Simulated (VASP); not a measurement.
# KI (I4/mmm) in VASP: further runs

The runs below take KI through single point, with PBE.

Everything below comes from runs of VASP 6.6.1. Logs are shortened: lines on timing, memory, paths and dates and some standing lists are left out, and cuts for length are marked.

## (1) The cell of the first run

The structure is tetragonal, space group I4/mmm (No. 139). Conventional cell: a = 4.586 Å, b = 4.586 Å, c = 7.331 Å, α = 90.00°, β = 90.00°, γ = 90.00°. Within 4.3 Å of K (site symmetry 4/mmm) lie 6 I at 3.24 to 3.67 Å. I (site symmetry 4/mmm) has 6 K at 3.24 to 3.67 Å within 4.3 Å.

## (2) Single point, PBE (strain -0.080 along x and y, +0.040 along z)

File INCAR:

```
ALGO     = Normal         # electronic algorithm
EDIFF    = 1E-7           # SCF threshold, eV
ENCUT    = 520            # plane-wave cutoff, eV
GGA      = PE             # functional
ISIF     = 2              # what is computed and relaxed
ISMEAR   = 0              # smearing method
LASPH    = True           # aspherical terms in the spheres
LCHARG   = False          # write CHGCAR
LREAL    = False          # projectors in reciprocal space
LWAVE    = False          # write WAVECAR
NBANDS   = 15             # bands
NELM     = 60             # most SCF steps
PREC     = Accurate       # precision mode
SIGMA    = 0.05           # smearing width, eV
```

File KPOINTS:

```
k-points
0
Gamma
  6 6 6
```

File POSCAR:

```
KI
1.0
    0.0000000000      3.2425860000      3.6655320000
    3.2425860000      0.0000000000      3.6655320000
    3.2425860000      3.2425860000      0.0000000000
K I
1 1
Direct
    0.0000000000      0.0000000000      0.0000000000
    0.5000000000      0.5000000000      0.5000000000
```

Potentials or basis: VASP PAW PBE potentials, release 64 (K_sv, I).

On the command line:

```bash
cat potpaw_PBE.64/K_sv/POTCAR potpaw_PBE.64/I/POTCAR > POTCAR
mpirun -np 1 vasp_std > vasp.out
```

OUTCAR:

```text
EDIFF = 1E-7
   ENCUT = 520
   GGA = PE
   ISIF = 2
   ISMEAR = 0
   LASPH = True
   LREAL = False
   NELM = 60
   PREC = Accurate

 ion  position               nearest neighbor table
   1  0.000  0.000  0.000-   2 3.24   2 3.24   2 3.24   2 3.24   2 3.67   2 3.67
   2  0.500  0.500  0.500-   1 3.24   1 3.24   1 3.24   1 3.24   1 3.67   1 3.67

  LATTYP: Found a body centered tetragonal cell.
 ALAT       =     4.5857090984
 C/A-ratio  =     1.5986762009

  Lattice vectors:

 A1 = (  -3.2425860000,   0.0000000000,   3.6655320000)
 A2 = (   3.2425860000,   0.0000000000,   3.6655320000)
 A3 = (   0.0000000000,   3.2425860000,  -3.6655320000)

Analysis of symmetry for initial positions (statically):
=====================================================================
 Subroutine PRICEL returns:
 Original cell was already a primitive cell.

 Routine SETGRP: Setting up the symmetry group for a
 body centered tetragonal supercell.

 Subroutine GETGRP returns: Found 16 space group operations
 (whereof 16 operations were pure point group operations)
 out of a pool of 16 trial point group operations.

The static configuration has the point symmetry D_4h.

Analysis of symmetry for dynamics (positions and initial velocities):
=====================================================================
 Subroutine PRICEL returns:
 Original cell was already a primitive cell.

 Routine SETGRP: Setting up the symmetry group for a
 body centered tetragonal supercell.

 Subroutine GETGRP returns: Found 16 space group operations
 (whereof 16 operations were pure point group operations)
 out of a pool of 16 trial point group operations.

The dynamic configuration has the point symmetry D_4h.

 Subroutine INISYM returns: Found 16 space group operations
 (whereof 16 operations are pure point group operations),
 and found     1 'primitive' translations

----------------------------------------------------------------------------------------

                                     Primitive cell

  volume of cell :      77.0815

  direct lattice vectors                    reciprocal lattice vectors
     0.000000000  3.242586000  3.665532000    -0.154197915  0.154197915  0.136405848
     3.242586000  0.000000000  3.665532000     0.154197915 -0.154197915  0.136405848
     3.242586000  3.242586000  0.000000000     0.154197915  0.154197915 -0.136405848

  length of vectors
     4.893923662  4.893923662  4.585709098     0.257216930  0.257216930  0.257216930

  position of ions in fractional coordinates (direct lattice)
     0.000000000  0.000000000  0.000000000
     0.500000000  0.500000000  0.500000000

  ion indices of the primitive-cell ions
   primitive index   ion index
                 1           1
                 2           2

----------------------------------------------------------------------------------------

 KPOINTS: k-points

Automatic generation of k-mesh.
 Grid dimensions read from file:
 generate k-points for:    6    6    6

 Generating k-lattice:

  Cartesian coordinates                     Fractional coordinates (reciprocal lattice)
    -0.025699652  0.025699652  0.022734308     0.166666667 -0.000000000  0.000000000
     0.025699652 -0.025699652  0.022734308    -0.000000000  0.166666667  0.000000000
     0.025699652  0.025699652 -0.022734308     0.000000000  0.000000000  0.166666667

  Length of vectors
     0.042869488  0.042869488  0.042869488

  Shift w.r.t. Gamma in fractional coordinates (k-lattice)
     0.000000000  0.000000000  0.000000000

 Subroutine IBZKPT returns following result:
 ===========================================

 Found     30 irreducible k-points:

 Following reciprocal coordinates:
            Coordinates               Weight
  0.000000  0.000000  0.000000      1.000000
  0.166667 -0.000000  0.000000      8.000000
  0.333333 -0.000000  0.000000      8.000000
  0.500000 -0.000000  0.000000      4.000000
  0.166667  0.166667  0.000000      2.000000
  0.333333  0.166667  0.000000      8.000000
[... 16 lines left out ...]
  0.333333  0.000000  0.333333      4.000000
  0.500000 -0.000000  0.333333     16.000000
 [... further k-points ...]
   k-points           NKPTS =     30   k-points in BZ     NKDIM =     30   number of bands    NBANDS=     15
   number of dos      NEDOS =    301   number of ions     NIONS =      2
   total plane-waves  NPLWV =  46656
   dimension x,y,z NGX =    36 NGY =   36 NGZ =   36
   dimension x,y,z NGXF=    72 NGYF=   72 NGZF=   72
   ions per type =               1   1
   NGX,Y,Z   is equivalent  to a cutoff of  12.23, 12.23, 13.05 a.u.
   NGXF,Y,Z  is equivalent  to a cutoff of  24.46, 24.46, 26.10 a.u.
 SYSTEM =  unknown system
   PREC   = accura    normal or accurate (medium, high low for compatibility)
   ISTART =      0    job   : 0-new  1-cont  2-samecut
   ICHARG =      2    charge: 1-file 2-atom 10-const
   ISPIN  =      1    spin polarized calculation?
   LNONCOLLINEAR =      F non collinear calculations
   LSORBIT =      F    spin-orbit coupling
   LASPH  =      T    aspherical Exc in radial PAW
   ENCUT  =  520.0 eV  38.22 Ry    6.18 a.u.   9.10  9.10  8.53*2*pi/ulx,y,z
   NELM   =     60;   NELMIN=  2; NELMDL= -5     # of ELM steps
   EDIFF  = 0.1E-06   stopping-criterion for ELM
   LREAL  =      F    real-space projection
   EDIFFG = 0.1E-05   stopping-criterion for IOM
   NSW    =      0    number of steps for IOM
   IBRION =     -1    ionic relax: 0-MD 1-quasi-New 2-CG
   NFREE  =      0    steps in history (QN), initial steepest desc. (CG)
   ISIF   =      2    stress and relaxation
   ISYM   =      2    0-nonsym 1-usesym 2-fastsym
   POTIM  = 0.5000    time-step for ionic-motion
   TEBEG  =    0.0;   TEEND  =   0.0 temperature during run
   PSTRESS=    0.0 pullay stress
   NELECT =      16.0000    total number of electrons
   NUPDOWN=      -1.0000    fix difference up-down
   EMIN   =  10.00;   EMAX   =-10.00  energy-range for DOS
   EFERMI =   0.00;   METHOD = LEGACY
   ISMEAR =     0;   SIGMA  =   0.05  broadening in eV -4-tet -1-fermi 0-gaus
   EFERMI_NEDOS =   21; number of points for ismear=-14 and -15
   IALGO  =     38    algorithm
   IMIX   =      4    mixing-type and parameters
     AMIX     =   0.40;   BMIX     =  1.00
     AMIX_MAG =   1.60;   BMIX_MAG =  1.00
  volume/ion in A,a.u.               =      38.54       260.09
  Fermi-wavevector in a.u.,A,eV,Ry     =   0.969315  1.831739 12.783641  0.939571
  Thomas-Fermi vector in A             =   2.099357
   LORBIT       =      0    0 simple, 1 ext, 2 COOP (PROOUT), +10 PAW based schemes
   GGA     = PE    functional components
   LHFCALC =     F    Hartree Fock is set to
   AEXX    =    0.0000 exact exchange contribution
   IVDW    =     0    specifies the selected vdW correction
   LEPSILON=     F    determine dielectric tensor
   LRPA    =     F    only Hartree local field effects (RPA)
 non-spin polarized calculation
 Gauss-broadening in eV      SIGMA  =   0.05
  energy-cutoff  :      520.00
  volume of cell :       77.08
 maximum number of plane-waves:      2094
   NGX = 19   NGY = 19   NGZ = 17

 number of electron      15.9999999 magnetization

 Free energy of the ion-electron system (eV)
  ---------------------------------------------------
  ext. energy  EPLUGINS =         0.00000000
  ---------------------------------------------------
  free energy    TOTEN  =        -5.32758041 eV

  energy without entropy =       -5.32758041  energy(sigma->0) =       -5.32758041

 E-fermi :   0.7121     XC(G=0):  -7.6983

 val. band max:        0.4056012835   @ k =   0.0000   0.0000   0.0000
 cond. band min:       4.5869167062   @ k =   0.0000   0.0000   0.0000
 fundamental gap:      4.1813154227
 Fermi energy:         0.7121287547

 k-point     1 :       0.0000    0.0000    0.0000
  band No.  band energies     occupation
      1     -27.9209      2.00000
      2     -11.4465      2.00000
      3     -11.4465      2.00000
      4     -11.4264      2.00000
      5     -10.3989      2.00000
      6       0.2810      2.00000
      7       0.4056      2.00000
      8       0.4056      2.00000
      9       4.5869      0.00000
     10       6.2510      0.00000
     11       7.0621      0.00000
     12       7.0621      0.00000
     13       7.4575      0.00000
     14       7.8192      0.00000
     15      10.3328      0.00000

 k-point     2 :       0.1667   -0.0000    0.0000
  band No.  band energies     occupation
      1     -27.9196      2.00000
      2     -11.5655      2.00000
      3     -11.4435      2.00000
      4     -11.4314      2.00000
      5     -10.2244      2.00000
      6      -0.1705      2.00000
      7       0.1780      2.00000
      8       0.2699      2.00000
      9       5.2384      0.00000
     10       6.5737      0.00000
     11       7.0469      0.00000
     12       7.3681      0.00000
     13       7.9017      0.00000
     14       8.2576      0.00000
     15      11.3292      0.00000

 k-point     3 :       0.3333   -0.0000    0.0000
  band No.  band energies     occupation
      1     -27.9172      2.00000
      2     -11.7429      2.00000
      3     -11.4385      2.00000
      4     -11.4373      2.00000
      5      -9.9329      2.00000
      6      -0.9871      2.00000
      7      -0.0683      2.00000
      8       0.0229      2.00000
      9       5.8375      0.00000
     10       7.5609      0.00000
     11       7.7449      0.00000
     12       8.1838      0.00000
     13       9.0288      0.00000
     14       9.3297      0.00000
     15      10.2333      0.00000
[... 343 lines left out ...]
 k-point    23 :       0.3333    0.0000    0.3333
  band No.  band energies     occupation
      1     -27.9151      2.00000
      2     -11.6283      2.00000
      3     -11.4916      2.00000
      4     -11.4424      2.00000
      5     -10.0512      2.00000
      6      -0.8426      2.00000
      7      -0.0992      2.00000
      8      -0.0319      2.00000
      9       5.3556      0.00000
     10       6.3547      0.00000
     11       8.3634      0.00000
     12       9.1148      0.00000
     13       9.3530      0.00000
     14       9.7136      0.00000
     15      10.1779      0.00000

 k-point    24 :       0.5000   -0.0000    0.3333
  band No.  band energies     occupation
      1     -27.9139      2.00000
      2     -11.6080      2.00000
      3     -11.5004      2.00000
      4     -11.4497      2.00000
      5     -10.0621      2.00000
      6      -0.8065      2.00000
      7      -0.3269      2.00000
      8      -0.1428      2.00000
      9       5.4941      0.00000
     10       6.9265      0.00000
     11       8.3314      0.00000
     12       8.9104      0.00000
     13       9.5190      0.00000
     14      10.0561      0.00000
     15      10.7650      0.00000

 [... further k-points ...]

------------------------ aborting loop because EDIFF is reached ----------------------------------------

  FORCE on cell =-STRESS in cart. coord.  units (eV):
  Direction    XX          YY          ZZ          XY          YZ          ZX
  --------------------------------------------------------------------------------------
  -------------------------------------------------------------------------------------
  Total        2.7269921      2.7269921      0.1509376      0.0000000      0.0000000      0.0000000
  in kB       56.6819054     56.6819054      3.1373134      0.0000000      0.0000000      0.0000000
  external PRESSURE =      38.8337081 kB  Pullay stress =       0.0000000 kB

 VOLUME and BASIS-vectors are now :
 -----------------------------------------------------------------------------
  energy-cutoff  :      520.00
  volume of cell :       77.08
      direct lattice vectors                 reciprocal lattice vectors
     0.000000000  3.242586000  3.665532000    -0.154197915  0.154197915  0.136405848
     3.242586000  0.000000000  3.665532000     0.154197915 -0.154197915  0.136405848
     3.242586000  3.242586000  0.000000000     0.154197915  0.154197915 -0.136405848

 POSITION                                       TOTAL-FORCE (eV/Angst)
 -----------------------------------------------------------------------------------
      0.00000      0.00000      0.00000         0.000000     -0.000000     -0.000000
      3.24259      3.24259      3.66553        -0.000000      0.000000      0.000000
 -----------------------------------------------------------------------------------
    total drift:                                0.000000      0.000000      0.000000

  FREE ENERGIE OF THE ION-ELECTRON SYSTEM (eV)
  ---------------------------------------------------
  free  energy   TOTEN  =        -5.3275804144 eV

  energy  without entropy=       -5.3275804144  energy(sigma->0) =       -5.32758041
```

Wall time 14 s (1 thread of Intel Xeon 6975P-C (Granite Rapids), shared host); peak memory 0.21 GiB.

What came out:

| Item | Value |
| --- | --- |
| Free energy | -5.3276 eV |
| Pressure | 3.9 GPa |
| Band gap on the k mesh | 4.18 eV, direct |

Caveat: the cell differs from its parent crystal (strain -0.080 along x and y, +0.040 along z); spin-orbit coupling is left out, which moves the levels of the heavy elements.

## (3) Single point, PBE (strain +0.040 along x and y, -0.040 along z)

File INCAR:

```
SYSTEM = KI
PREC     = Accurate       ! precision mode
ENCUT    = 520            ! plane-wave cutoff, eV
EDIFF    = 1E-7           ! SCF threshold, eV
ISMEAR   = 0              ! smearing method
SIGMA    = 0.05           ! smearing width, eV
LREAL    = .False.        ! projectors in reciprocal space
LASPH    = .True.         ! aspherical terms in the spheres
NELM     = 60             ! most SCF steps
ALGO     = Normal         ! electronic algorithm
ISIF     = 2              ! what is computed and relaxed
LWAVE    = .False.        ! write WAVECAR
LCHARG   = .False.        ! write CHGCAR
GGA      = PE             ! functional
NBANDS   = 15             ! bands
```

File KPOINTS:

```
regular mesh
0
Gamma
  6 6 6
  0 0 0
```

File POSCAR:

```
KI
1.0
    0.0000000000      3.6655320000      3.3835680000
    3.6655320000      0.0000000000      3.3835680000
    3.6655320000      3.6655320000      0.0000000000
K I
1 1
Direct
    0.0000000000      0.0000000000      0.0000000000
    0.5000000000      0.5000000000      0.5000000000
```

Potentials or basis: VASP PAW PBE potentials, release 64 (K_sv, I).

On the command line:

```bash
cat potpaw_PBE.64/K_sv/POTCAR potpaw_PBE.64/I/POTCAR > POTCAR
mpirun -np 1 vasp_std > vasp.out
```

OUTCAR:

```text
SYSTEM = KI
   PREC = Accurate
   ENCUT = 520
   EDIFF = 1E-7
   ISMEAR = 0
   LREAL = .False.
   LASPH = .True.
   NELM = 60
   ISIF = 2
   GGA = PE

 ion  position               nearest neighbor table
   1  0.000  0.000  0.000-   2 3.38   2 3.38   2 3.67   2 3.67   2 3.67   2 3.67
   2  0.500  0.500  0.500-   1 3.38   1 3.38   1 3.67   1 3.67   1 3.67   1 3.67

  LATTYP: Found a body centered tetragonal cell.
 ALAT       =     5.1838450677
 C/A-ratio  =     1.3054279037

  Lattice vectors:

 A1 = (   0.0000000000,  -3.6655320000,  -3.3835680000)
[... 620 lines left out ...]

  FORCE on cell =-STRESS in cart. coord.  units (eV):
  Direction    XX          YY          ZZ          XY          YZ          ZX
  --------------------------------------------------------------------------------------
  -------------------------------------------------------------------------------------
  Total       -0.1523381     -0.1523381      1.0909689      0.0000000     -0.0000000      0.0000000
  in kB       -2.6843568     -2.6843568     19.2240123      0.0000000     -0.0000000      0.0000000
  external PRESSURE =       4.6184329 kB  Pullay stress =       0.0000000 kB

 VOLUME and BASIS-vectors are now :
 -----------------------------------------------------------------------------
  energy-cutoff  :      520.00
  volume of cell :       90.92
      direct lattice vectors                 reciprocal lattice vectors
     0.000000000  3.665532000  3.383568000    -0.136405848  0.136405848  0.147773002
     3.665532000  0.000000000  3.383568000     0.136405848 -0.136405848  0.147773002
     3.665532000  3.665532000  0.000000000     0.136405848  0.136405848 -0.147773002

 POSITION                                       TOTAL-FORCE (eV/Angst)
 -----------------------------------------------------------------------------------
      0.00000      0.00000      0.00000         0.000000      0.000000      0.000000
      3.66553      3.66553      3.38357        -0.000000     -0.000000      0.000000
 -----------------------------------------------------------------------------------
    total drift:                                0.000000     -0.000000     -0.000000

  FREE ENERGIE OF THE ION-ELECTRON SYSTEM (eV)
  ---------------------------------------------------
  free  energy   TOTEN  =        -5.5326338569 eV

  energy  without entropy=       -5.5326338569  energy(sigma->0) =       -5.53263386
```

It took 20 s on 1 thread of Intel Xeon 6975P-C (Granite Rapids), shared host; peak memory 0.25 GiB.

Results:

```yaml
Free_energy: -5.5326 eV
Pressure: 0.5 GPa
Band_gap_on_the_k_mesh: 3.88 eV, direct
```

Levels at points of the mesh, in eV from the valence-band top:
```
           k point  band 6  band 7  band 8  band 9  band 10  band 11
(0.00, 0.00, 0.00)   -0.01   -0.01    0.00    3.88     6.36     6.36
(0.50, 0.00, 0.00)   -1.27   -0.34   -0.32    5.47     7.58     7.79
(0.50, 0.50, 0.00)   -0.90   -0.44   -0.44    4.93     5.74     8.20
(0.50, 0.00, 0.50)   -0.98   -0.35   -0.27    5.01     5.69     7.98
```

Caveat: the cell differs from its parent crystal (strain +0.040 along x and y, -0.040 along z); spin-orbit coupling is left out, which moves the levels of the heavy elements.

[end of part 1 of 3]
